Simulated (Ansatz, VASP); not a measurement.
# Two plane-wave programs on SnRu

```
Sn Ru
1.0
     3.09171    0.00000    0.00000
    -1.54586    2.67750    0.00000
     0.00000    0.00000    5.04877
Sn Ru
1 1
Direct
  0.66667 0.33333 0.50000
  0.33333 0.66667 0.00000
```

Alike in both runs: task relaxation of cell and atoms; functional PBE; k mesh 6 × 6 × 4; occupations gaussian, width 0.1 eV; no spin polarisation.

```csv
,VASP,Ansatz
version,VASP 6.6.1,Ansatz 0.2.0
potentials or method,"VASP PAW PBE potentials, release 64 (Sn_d, Ru_pv), cutoff 600 eV","scalar-relativistic, plane waves, PAW"
valence electrons in the cell,28,30
```

|  | VASP | Ansatz | Ansatz less VASP |
| --- | --- | --- | --- |
| gap on the k mesh at the Fermi level, each at its own relaxed structure (eV) | none | none | - |
| relaxed volume (Å³/atom) | 18.02 | 17.96 | -0.055 |
| relaxed cell length with the largest relative difference (Å) | 3.939 | 3.934 | -0.0049 |

A gap of «none» marks a metal or a gap that the smearing closes. VASP's potentials hold 28 valence electrons a cell and Ansatz's 30, so a difference there can come from the potentials and not from the codes.

The k mesh is coarse, so the values compare programs but aren't converged.
